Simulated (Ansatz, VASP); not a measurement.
**Two plane-wave programs on LiF**

Contents of INCAR:

```
SYSTEM = LiF
PREC     = Accurate       ! precision mode
ENCUT    = 750            ! plane-wave cutoff, eV
EDIFF    = 1E-6           ! SCF threshold, eV
ISMEAR   = 0              ! smearing method
SIGMA    = 0.02           ! smearing width, eV
LREAL    = .False.        ! projectors in reciprocal space
LASPH    = .True.         ! aspherical terms in the spheres
NELM     = 120            ! most SCF steps
ALGO     = Normal         ! electronic algorithm
ISIF     = 2              ! what is computed and relaxed
LWAVE    = .False.        ! write WAVECAR
LCHARG   = .False.        ! write CHGCAR
GGA      = PE             ! functional
NBANDS   = 12             ! bands
GGA_COMPAT= .False.
```

KPOINTS

```
regular mesh
0
Gamma
  10 10 10
  0 0 0
```

Contents of POSCAR:

```
LiF
1.0
    0.0000000000      2.0337928472      2.0337928472
    2.0337928472      0.0000000000      2.0337928472
    2.0337928472      2.0337928472      0.0000000000
Li F
1 1
Direct
    0.0000000000      0.0000000000      0.0000000000
    0.5000000000      0.5000000000      0.5000000000
```

Input for Ansatz:

```yaml
crystal:
  lattice:
    - [0.0, 2.0337928472, 2.0337928472]
    - [2.0337928472, 0.0, 2.0337928472]
    - [2.0337928472, 2.0337928472, 0.0]
  atoms:
    - { symbol: Li, position: [0.0, 0.0, 0.0] }
    - { symbol: F, position: [0.5, 0.5, 0.5] }
basis:
  ecutwfc: 420
  xc_grid: 2
kpoints:
  mp_grid: { grid: [10, 10, 10] }
hamiltonian:
  xc: pbe
scf:
  occupations: { method: gaussian, width: 0.02 }
output:
  forces: true
  eigenvalues: true
  stress: true
```

Alike in both runs: task single point; functional PBE; k mesh 10 × 10 × 10; occupations gaussian, width 0.02 eV; no spin polarisation.

```csv
,VASP,Ansatz
version,VASP 6.6.1,Ansatz 0.2.0
potentials or method,"VASP PAW PBE potentials, release 64 (Li_sv, F), cutoff 750 eV","scalar-relativistic, plane waves, PAW"
valence electrons in the cell,10,10
```

|  | VASP | Ansatz | Ansatz less VASP |
| --- | --- | --- | --- |
| gap on the k mesh at the Fermi level (eV) | 8.82 | 8.83 | +0.010 |
| pressure (GPa) | -0.7 | 0.0 | +0.72 |
